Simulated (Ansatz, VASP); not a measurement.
# AlB2P3: VASP beside Ansatz

```
CELL_PARAMETERS angstrom
2.45462 1.41717 4.31712
-2.45462 1.41717 4.31712
0.00000 -2.83435 4.31712
ATOMIC_POSITIONS crystal
Al 0.00000 0.00000 0.00000
B 0.71845 0.71845 0.71845
B 0.28155 0.28155 0.28155
P 0.00000 0.50000 0.00000
P 0.50000 0.00000 0.00000
P 0.00000 0.00000 0.50000
```

Change from the starting cell: species swapped into the Dy2Al3Co type (R-3m, No. 166).

Alike in both runs: functional PBE; k mesh 12 × 12 × 12; occupations gaussian, width 0.1 eV; no spin polarisation.

Ansatz relaxed the structure, and its values are those at the end. VASP's run is a single point on that final structure, the one shown.

|  | VASP | Ansatz |
| --- | --- | --- |
| version | VASP 6.6.1 | Ansatz 0.2.0 |
| potentials or method | VASP PAW PBE potentials, release 64 (Al, B, P), cutoff 520 eV | scalar-relativistic, plane waves, PAW |
| valence electrons in the cell | 24 | 24 |

```csv
,VASP,Ansatz,Ansatz less VASP
gap on the k mesh at the Fermi level (eV),none,none,-
pressure (GPa),-0.2,0.0,+0.16
rms of the force components (eV/Å),0.004,0.000,-0.0034
```

A gap of «none» marks a metal or a gap that the smearing closes.
